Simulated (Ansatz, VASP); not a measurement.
**Two plane-wave programs on Mo**

```xyz
31
Lattice="0.0000 6.3226 6.3226 6.3226 0.0000 6.3226 6.3226 6.3226 0.0000" Properties=species:S:1:pos:R:3 pbc="T T T"
Mo    0.0002    0.0019   -0.0009
Mo    1.5696    1.5727    1.5683
Mo    3.1619    3.1634    3.1603
Mo    4.7627    4.7658    4.7614
Mo    3.1617    3.1643   -0.0009
Mo    4.7536    4.7555    1.5686
Mo    6.3233    6.3257    3.1737
Mo    7.8832    7.8855    4.7615
Mo    3.1619    0.0023    3.1591
Mo    4.7540    1.5728    4.7512
Mo    6.3232    3.1773    6.3206
Mo    7.8837    4.7659    7.8811
Mo    6.3234    3.1640    3.1593
Mo    7.8823    4.7656    4.7608
Mo    9.4705    6.3258    6.3204
Mo   11.0753    7.8952    7.8904
Mo    0.0004    3.1642    3.1590
Mo    1.5697    4.7554    4.7509
Mo    3.1751    6.3255    6.3203
Mo    4.7621    7.8850    7.8804
Mo    3.1619    6.3244    3.1594
Mo    4.7634    7.8860    4.7608
Mo    6.3230    9.4725    6.3203
Mo    7.8935   11.0781    7.8908
Mo    3.1621    3.1641    6.3210
Mo    4.7636    4.7652    7.8813
Mo    6.3233    6.3254    9.4691
Mo    7.8931    7.8951   11.0745
Mo    7.8822    7.8857    7.8812
Mo    9.4844    9.4860    9.4829
Mo   11.0752   11.0785   11.0739
```

Alike in both runs: functional PBE; k mesh 1 × 1 × 1; occupations methfessel-paxton of order 1, width 0.1 eV; no spin polarisation.

Ansatz relaxed the structure, and its values are those at the end. VASP's run is a single point on that final structure, the one shown.

|  | VASP | Ansatz |
| --- | --- | --- |
| version | VASP 6.6.1 | Ansatz 0.2.0 |
| potentials or method | VASP PAW PBE potentials, release 64 (Mo_sv), cutoff 400 eV | plane-wave PAW DFT |
| valence electrons in the cell | 434 | 434 |

Ansatz gave:

* rms of the force components (eV/Å): 0.006

Q: What did VASP give for the same quantities?

A: rms of the force components (eV/Å): 0.008.

The functional is the same, so the differences come from potentials, cutoffs and numerics.
